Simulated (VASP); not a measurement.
A run of VASP 6.6.1:

File INCAR:

```
PREC     = Accurate       # precision mode
ENCUT    = 500            # plane-wave cutoff, eV
EDIFF    = 1E-6           # SCF threshold, eV
ISMEAR   = -1             # smearing method
SIGMA    = 0.1            # smearing width, eV
LREAL    = F              # projectors in reciprocal space
LASPH    = T              # aspherical terms in the spheres
NELM     = 120            # most SCF steps
ALGO     = Normal         # electronic algorithm
ISIF     = 2              # what is computed and relaxed
LWAVE    = F              # write WAVECAR
LCHARG   = F              # write CHGCAR
GGA      = CA             # functional
NBANDS   = 13             # bands
GGA_COMPAT= F
```

The input KPOINTS:

```
regular mesh
0
Gamma
  6 6 4
```

Contents of POSCAR:

```
Te
1.0
    4.5200000000      0.0000000000      0.0000000000
   -2.2600000000      3.9144300000      0.0000000000
    0.0000000000      0.0000000000      7.3300000000
Te
2
Direct
    0.3333333333      0.6666666667      0.3850000000
    0.6666666667      0.3333333333      0.8850000000
```

Potentials or basis: VASP PAW LDA potentials, release 64 (Te).

Launch:

```sh
$ cat potpaw_LDA.64/Te/POTCAR > POTCAR
$ mpirun -np 1 vasp_std > vasp.out
```

Hardware: 1 thread of Intel(R) Xeon(R) Platinum 8375C CPU @ 2.90GHz (Ice Lake), with other jobs on the host.

Q: Estimate the wall time of this run.

A: Run time: 23 s on 1 thread of Intel(R) Xeon(R) Platinum 8375C CPU @ 2.90GHz (Ice Lake) (shared host), peak memory 0.2 GiB. Counts: scf iterations 11, k points 21.
